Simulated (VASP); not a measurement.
Wanted: the native input for a VASP 6.6.1 run.

| Quantity | Value |
| --- | --- |
| Task | single point |
| Functional | r2SCAN |
| Potentials or basis | VASP PAW PBE potentials, release 64 (Ga_d, N) |
| Cutoff | 520 eV |
| k mesh | 10 × 10 × 10 |
| Occupations | gaussian, width 0.05 eV |
| Spin | no spin polarisation |
| Dipole correction | no |
| Further INCAR settings | ALGO = Normal; EDIFF = 1e-07; NBANDS = 16 |

Crystal: GaN.

```
Ga N
1.0
     0.00000    2.25350    2.45068
     2.25350    0.00000    2.45068
     2.25350    2.25350    0.00000
Ga N
1 1
Direct
  0.00000 0.00000 0.00000
  0.75000 0.75000 0.75000
```

This cell differs from its parent crystal: strain +0.0875 x Voigt [0, 0, 1, 0, 0, 0].

The input as run:

POSCAR

```
GaN
1.0
    0.0000000000      2.2535006075      2.4506819107
    2.2535006075      0.0000000000      2.4506819107
    2.2535006075      2.2535006075      0.0000000000
Ga N
1 1
Direct
    0.0000000000      0.0000000000      0.0000000000
    0.7500000000      0.7500000000      0.7500000000
```

INCAR.step1

```
SYSTEM = GaN
  ALGO = Normal
  EDIFF = 1E-4
  ENCUT = 520
  GGA = PE
  ISMEAR = 0
  LASPH = .True.
  LCHARG = .False.
  LREAL = .False.
  LWAVE = .True.
  NBANDS = 16
  NELM = 80
  PREC = Accurate
  SIGMA = 0.05
```

INCAR.step2

```
SYSTEM = GaN
  ALGO = Normal
  EDIFF = 1E-7
  ENCUT = 520
  ISIF = 2
  ISMEAR = 0
  ISTART = 1
  LASPH = .True.
  LCHARG = .False.
  LMIXTAU = .True.
  LREAL = .False.
  LWAVE = .False.
  METAGGA = R2SCAN
  NBANDS = 16
  NELM = 80
  PREC = Accurate
  SIGMA = 0.05
```

KPOINTS

```
k-points
0
Gamma
  10 10 10
  0 0 0
```

Potentials or basis: VASP PAW PBE potentials, release 64 (Ga_d, N).

Command:

```console
$ cat potpaw_PBE.64/Ga_d/POTCAR potpaw_PBE.64/N/POTCAR > POTCAR
$ cp INCAR.step1 INCAR
$ mpirun -np 1 vasp_std > vasp.out
$ cp INCAR.step2 INCAR
$ mpirun -np 1 vasp_std > vasp.out
```

Results of the run:

```json
{
 "Pressure": "-14.1 GPa",
 "Band gap on the k mesh": "1.38 eV"
}
```

Caveat: the cell differs from its parent crystal (strain +0.0875 x Voigt [0, 0, 1, 0, 0, 0]); the cell stands under tension; the PAW data sets were made with another functional, which shifts forces and pressure a little.

Wall time 5.2 min on 1 thread of Intel Xeon 8259CL, on a shared host, peak memory 0.18 GiB.
